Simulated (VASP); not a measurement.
# Be2Sb in VASP: single point with PBE

Aim: the single point of Be2Sb with PBE.

Program: VASP 6.6.1. These are calculated values, not measurements. Logs are shortened: lines on timing, memory, paths and dates and some standing lists are left out, and cuts for length are marked.

## (1) The cell of the first run

The typed cell holds 3 atoms: a = 4.002 Å, b = 4.002 Å, c = 4.002 Å, α = 108.89°, β = 110.62°, γ = 108.90°.

## (2) Single point, PBE

File INCAR:

```
PREC = Accurate
ENCUT = 500
EDIFF = 1E-6
ISMEAR = 0
SIGMA = 0.1
LREAL = F
LASPH = T
NELM = 120
ALGO = Normal
ISIF = 2
LWAVE = F
LCHARG = F
GGA = PE
NBANDS = 16
GGA_COMPAT = F
```

File KPOINTS:

```
regular mesh
0
Gamma
  14 14 14
```

File POSCAR:

```
Be2Sb
1.0
   -2.3270342396      2.2775304301      2.3266523061
    2.3270342396     -2.2775304301      2.3266523061
    2.3270342396      2.2775304301     -2.3266523061
Be Sb
2 1
Direct
    0.2499863218      0.5000000000      0.7499863218
    0.7500136782      0.5000000000      0.2500136782
    0.0000000000      0.0000000000      0.0000000000
```

Potentials or basis: VASP PAW PBE potentials, release 64 (Be, Sb_d_GW).

On the command line:

```sh
$ cat potpaw_PBE.64/Be/POTCAR potpaw_PBE.64/Sb_d_GW/POTCAR > POTCAR
$ mpirun -np 1 vasp_std > vasp.out
```

OUTCAR:

```text
PREC = Accurate
   ENCUT = 500
   EDIFF = 1E-6
   ISMEAR = 0
   LREAL = F
   LASPH = T
   NELM = 120
   ISIF = 2
   GGA = PE

 ion  position               nearest neighbor table
   1  0.250  0.500  0.750-   2 2.28   2 2.28   3 2.59   3 2.59   3 2.59   3 2.59
   2  0.750  0.500  0.250-   1 2.28   1 2.28   3 2.59   3 2.59   3 2.59   3 2.59
   3  0.000  0.000  0.000-   2 2.59   1 2.59   2 2.59   1 2.59   1 2.59   1 2.59   2 2.59   2 2.59

  LATTYP: Found a body centered orthorhombic cell.
 ALAT       =     4.5550608602
 B/A-ratio  =     1.0215680438
 C/A-ratio  =     1.0217357401

  Lattice vectors:

 A1 = (  -2.3270342396,  -2.2775304301,  -2.3266523061)
 A2 = (  -2.3270342396,   2.2775304301,   2.3266523061)
 A3 = (   2.3270342396,   2.2775304301,  -2.3266523061)

Analysis of symmetry for initial positions (statically):
=====================================================================
 Subroutine PRICEL returns:
 Original cell was already a primitive cell.

 Routine SETGRP: Setting up the symmetry group for a
 body centered orthorhombic supercell.

 Subroutine GETGRP returns: Found  8 space group operations
 (whereof  8 operations were pure point group operations)
 out of a pool of  8 trial point group operations.

The static configuration has the point symmetry D_2h.

Analysis of symmetry for dynamics (positions and initial velocities):
=====================================================================
 Subroutine PRICEL returns:
 Original cell was already a primitive cell.

 Routine SETGRP: Setting up the symmetry group for a
 body centered orthorhombic supercell.

 Subroutine GETGRP returns: Found  8 space group operations
 (whereof  8 operations were pure point group operations)
 out of a pool of  8 trial point group operations.

The dynamic configuration has the point symmetry D_2h.

 Subroutine INISYM returns: Found  8 space group operations
 (whereof  8 operations are pure point group operations),
 and found     1 'primitive' translations

----------------------------------------------------------------------------------------

                                     Primitive cell

  volume of cell :      49.3240

  direct lattice vectors                    reciprocal lattice vectors
    -2.327034240  2.277530430  2.326652306     0.000000000  0.219536035  0.214901040
     2.327034240 -2.277530430  2.326652306     0.214865768  0.000000000  0.214901040
     2.327034240  2.277530430 -2.326652306     0.214865768  0.219536035  0.000000000

  length of vectors
     4.001942549  4.001942549  4.001942549     0.307210885  0.303891025  0.307186212

  position of ions in fractional coordinates (direct lattice)
     0.249986322  0.500000000  0.749986322
     0.750013678  0.500000000  0.250013678
     0.000000000  0.000000000  0.000000000

  ion indices of the primitive-cell ions
   primitive index   ion index
                 1           1
                 2           2
                 3           3

----------------------------------------------------------------------------------------

 KPOINTS: regular mesh

Automatic generation of k-mesh.
 Grid dimensions read from file:
 generate k-points for:   14   14   14

 Generating k-lattice:

  Cartesian coordinates                     Fractional coordinates (reciprocal lattice)
     0.000000000  0.015681145  0.015350074     0.071428571  0.000000000  0.000000000
     0.015347555  0.000000000  0.015350074    -0.000000000  0.071428571  0.000000000
     0.015347555  0.015681145  0.000000000    -0.000000000  0.000000000  0.071428571

  Length of vectors
     0.021943635  0.021706502  0.021941872

  Shift w.r.t. Gamma in fractional coordinates (k-lattice)
     0.000000000  0.000000000  0.000000000

 Subroutine IBZKPT returns following result:
 ===========================================

 Found    428 irreducible k-points:

 Following reciprocal coordinates:
            Coordinates               Weight
  0.000000  0.000000  0.000000      1.000000
  0.071429  0.000000  0.000000      4.000000
  0.142857  0.000000  0.000000      4.000000
  0.214286  0.000000  0.000000      4.000000
  0.285714  0.000000  0.000000      4.000000
  0.357143  0.000000  0.000000      4.000000
[... 16 lines left out ...]
 -0.000000  0.142857  0.000000      4.000000
  0.071429  0.142857  0.000000      8.000000
 [... further k-points ...]
   k-points           NKPTS =    428   k-points in BZ     NKDIM =    428   number of bands    NBANDS=     16
   number of dos      NEDOS =    301   number of ions     NIONS =      3
   total plane-waves  NPLWV =  27000
   dimension x,y,z NGX =    30 NGY =   30 NGZ =   30
   dimension x,y,z NGXF=    60 NGYF=   60 NGZF=   60
   ions per type =               2   1
   NGX,Y,Z   is equivalent  to a cutoff of  12.46, 12.46, 12.46 a.u.
   NGXF,Y,Z  is equivalent  to a cutoff of  24.92, 24.92, 24.92 a.u.
 SYSTEM =  unknown system
   PREC   = accura    normal or accurate (medium, high low for compatibility)
   ISTART =      0    job   : 0-new  1-cont  2-samecut
   ICHARG =      2    charge: 1-file 2-atom 10-const
   ISPIN  =      1    spin polarized calculation?
   LNONCOLLINEAR =      F non collinear calculations
   LSORBIT =      F    spin-orbit coupling
   LASPH  =      T    aspherical Exc in radial PAW
   ENCUT  =  500.0 eV  36.75 Ry    6.06 a.u.   7.30  7.30  7.30*2*pi/ulx,y,z
   NELM   =    120;   NELMIN=  2; NELMDL= -5     # of ELM steps
   EDIFF  = 0.1E-05   stopping-criterion for ELM
   LREAL  =      F    real-space projection
   EDIFFG = 0.1E-04   stopping-criterion for IOM
   NSW    =      0    number of steps for IOM
   IBRION =     -1    ionic relax: 0-MD 1-quasi-New 2-CG
   NFREE  =      0    steps in history (QN), initial steepest desc. (CG)
   ISIF   =      2    stress and relaxation
   ISYM   =      2    0-nonsym 1-usesym 2-fastsym
   POTIM  = 0.5000    time-step for ionic-motion
   TEBEG  =    0.0;   TEEND  =   0.0 temperature during run
   PSTRESS=    0.0 pullay stress
   NELECT =      19.0000    total number of electrons
   NUPDOWN=      -1.0000    fix difference up-down
   EMIN   =  10.00;   EMAX   =-10.00  energy-range for DOS
   EFERMI =   0.00;   METHOD = LEGACY
   ISMEAR =     0;   SIGMA  =   0.10  broadening in eV -4-tet -1-fermi 0-gaus
   EFERMI_NEDOS =   21; number of points for ismear=-14 and -15
   IALGO  =     38    algorithm
   IMIX   =      4    mixing-type and parameters
     AMIX     =   0.40;   BMIX     =  1.00
     AMIX_MAG =   1.60;   BMIX_MAG =  1.00
  volume/ion in A,a.u.               =      16.44       110.95
  Fermi-wavevector in a.u.,A,eV,Ry     =   1.191169  2.250982 19.305069  1.418883
  Thomas-Fermi vector in A             =   2.327236
   LORBIT       =      0    0 simple, 1 ext, 2 COOP (PROOUT), +10 PAW based schemes
   GGA     = PE    functional components
   LHFCALC =     F    Hartree Fock is set to
   AEXX    =    0.0000 exact exchange contribution
   IVDW    =     0    specifies the selected vdW correction
   LEPSILON=     F    determine dielectric tensor
   LRPA    =     F    only Hartree local field effects (RPA)
 non-spin polarized calculation
 Gauss-broadening in eV      SIGMA  =   0.10
  energy-cutoff  :      500.00
  volume of cell :       49.32
 maximum number of plane-waves:      1268
 NGX is ok and might be reduce to    30
   NGX = 15   NGY = 15   NGZ = 15

 number of electron      18.9999993 magnetization

 Free energy of the ion-electron system (eV)
  ---------------------------------------------------
  ext. energy  EPLUGINS =         0.00000000
  ---------------------------------------------------
  free energy    TOTEN  =       -10.22296761 eV

  energy without entropy =      -10.21783003  energy(sigma->0) =      -10.22039882

 E-fermi :   5.2584     XC(G=0):  -9.9721

 val. band max:        5.2550265891   @ k =  -0.2143   0.0714  -0.0000
 cond. band min:       5.2634379529   @ k =   0.0714   0.0714   0.0000
 fundamental gap:      0.0084113638
 Fermi energy:         5.2584372377

 k-point     1 :       0.0000    0.0000    0.0000
  band No.  band energies     occupation
      1     -23.6457      2.00000
      2     -23.6325      2.00000
      3     -23.6048      2.00000
      4     -23.6048      2.00000
      5     -23.5562      2.00000
      6      -6.6196      2.00000
[... 8 lines left out ...]
     15      10.1786      0.00000
     16      10.4027      0.00000

 k-point     2 :       0.0714    0.0000    0.0000
  band No.  band energies     occupation
      1     -23.6458      2.00000
      2     -23.6322      2.00000
      3     -23.6044      2.00000
      4     -23.6044      2.00000
      5     -23.5563      2.00000
      6      -6.5626      2.00000
[... 8 lines left out ...]
     15      10.3107      0.00000
     16      10.6793      0.00000

 k-point     3 :       0.1429    0.0000    0.0000
  band No.  band energies     occupation
      1     -23.6462      2.00000
      2     -23.6314      2.00000
      3     -23.6034      2.00000
      4     -23.6034      2.00000
      5     -23.5564      2.00000
      6      -6.3935      2.00000
[... 8 lines left out ...]
     15      10.8902      0.00000
     16      11.4799      0.00000

 k-point     4 :       0.2143    0.0000    0.0000
  band No.  band energies     occupation
      1     -23.6468      2.00000
      2     -23.6304      2.00000
      3     -23.6020      2.00000
      4     -23.6017      2.00000
      5     -23.5567      2.00000
      6      -6.1197      2.00000
[... 8 lines left out ...]
     15      11.8699      0.00000
     16      12.3853      0.00000
[... 324 lines left out ...]
 k-point    22 :      -0.0714    0.0714    0.0000
  band No.  band energies     occupation
      1     -23.6458      2.00000
      2     -23.6322      2.00000
      3     -23.6044      2.00000
      4     -23.6044      2.00000
      5     -23.5563      2.00000
      6      -6.5626      2.00000
[... 8 lines left out ...]
     15      10.3118      0.00000
     16      10.6788      0.00000

 k-point    23 :      -0.0000    0.1429    0.0000
  band No.  band energies     occupation
      1     -23.6459      2.00000
      2     -23.6314      2.00000
      3     -23.6050      2.00000
      4     -23.6016      2.00000
      5     -23.5567      2.00000
      6      -6.3925      2.00000
[... 8 lines left out ...]
     15      10.7924      0.00000
     16      10.8425      0.00000

 k-point    24 :       0.0714    0.1429    0.0000
  band No.  band energies     occupation
      1     -23.6462      2.00000
      2     -23.6307      2.00000
      3     -23.6048      2.00000
      4     -23.6000      2.00000
      5     -23.5569      2.00000
      6      -6.2257      2.00000
[... 8 lines left out ...]
     15      10.7891      0.00000
     16      11.6104      0.00000

 [... further k-points ...]

------------------------ aborting loop because EDIFF is reached ----------------------------------------

  FORCE on cell =-STRESS in cart. coord.  units (eV):
  Direction    XX          YY          ZZ          XY          YZ          ZX
  --------------------------------------------------------------------------------------
  -------------------------------------------------------------------------------------
  Total        0.0030110      0.0187155      0.0062561      0.0000000      0.0000000      0.0000000
  in kB        0.0978057      0.6079287      0.2032135      0.0000000      0.0000000      0.0000000
  external PRESSURE =       0.3029826 kB  Pullay stress =       0.0000000 kB

 VOLUME and BASIS-vectors are now :
 -----------------------------------------------------------------------------
  energy-cutoff  :      500.00
  volume of cell :       49.32
      direct lattice vectors                 reciprocal lattice vectors
    -2.327034240  2.277530430  2.326652306     0.000000000  0.219536035  0.214901040
     2.327034240 -2.277530430  2.326652306     0.214865768  0.000000000  0.214901040
     2.327034240  2.277530430 -2.326652306     0.214865768  0.219536035  0.000000000

 POSITION                                       TOTAL-FORCE (eV/Angst)
 -----------------------------------------------------------------------------------
      2.32703      1.13870      0.00000        -0.000000     -0.000406      0.000000
      0.00000      1.13883      2.32665        -0.000000      0.000406     -0.000000
      0.00000      0.00000      0.00000         0.000000     -0.000000     -0.000000
 -----------------------------------------------------------------------------------
    total drift:                               -0.000000      0.000000      0.000000

  FREE ENERGIE OF THE ION-ELECTRON SYSTEM (eV)
  ---------------------------------------------------
  free  energy   TOTEN  =       -10.2229676112 eV

  energy  without entropy=      -10.2178300319  energy(sigma->0) =      -10.22039882
```

Wall time 3.4 min (1 thread of Intel Xeon 6975P-C (Granite Rapids), shared host); peak memory 0.5 GiB.

What came out:

```
Free energy            : -10.2230 eV
Pressure               : 0.0 GPa
Band gap on the k mesh : zero (an odd number of electrons rules out a gap without spin polarisation)
```

Levels at points of the mesh, in eV from the Fermi level:
```
           k point  band 6  band 7  band 8  band 9  band 10  band 11  band 12  band 13  band 14  band 15
(0.00, 0.00, 0.00)  -11.88   -1.01   -1.01   -0.25     0.97     1.86     2.53     2.53     4.92     4.92
(0.50, 0.00, 0.00)  -10.07   -6.53   -2.80   -1.13    -1.01     0.84     4.76     5.05     6.77     7.30
(0.00, 0.50, 0.00)  -10.00   -6.96   -2.95   -2.00     1.69     1.78     3.38     4.96     6.92     7.47
(0.50, 0.50, 0.00)  -10.07   -6.53   -2.80   -1.13    -1.00     0.84     4.76     5.05     6.76     7.30
(0.50, 0.50, 0.50)   -8.75   -4.91   -4.91   -3.65    -2.70    -1.35     6.70     6.70     9.10     9.56
```

Caveat: spin-orbit coupling is left out, which moves the levels of the heavy elements.
